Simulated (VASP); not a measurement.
Rh:

```
Rh
1.0
     0.00000    1.91499    1.91499
     1.91499    0.00000    1.91499
     1.91499    1.91499    0.00000
Rh
1
Cartesian
  0.0000 0.0000 0.0000
```

- Program: VASP 6.6.1
- Task: relaxation of cell and atoms
- Functional: PBE
- Dispersion: D3(BJ)
- Potentials or basis: VASP PAW PBE potentials, release 64 (Rh_pv)
- Cutoff: 600 eV
- k mesh: 18 × 18 × 18
- Occupations: gaussian, width 0.1 eV
- Spin: no spin polarisation

At the start: pressure -7.6 GPa; volume 14.05 Å³/atom.

Where does the relaxation end?

Over 6 steps the energy falls by 9.9 meV/atom and the volume is 13.64 Å³/atom (-2.9 %); space group Fm-3m (No. 225, to 0.05 Å).

The path:
```
step  energy change (eV)  largest force (eV/Å)  pressure (GPa)  volume (Å³)
   1              0.0000                0.0000           -7.63        14.05
   2              0.0524                0.0000           23.47        12.73
   3             -0.0099                0.0000           -0.24        13.65
   4             -0.0099                0.0000            0.07        13.64
   5             -0.0099                0.0000           -0.20        13.65
   6             -0.0099                0.0000            0.00        13.64
```

Final structure:
```
CELL_PARAMETERS angstrom
0.00000 1.89660 1.89660
1.89660 0.00000 1.89660
1.89660 1.89660 0.00000
ATOMIC_POSITIONS crystal
Rh 0.00000 0.00000 0.00000
```

Caveat: pairwise dispersion overbinds metals, which lowers pressure and volume.
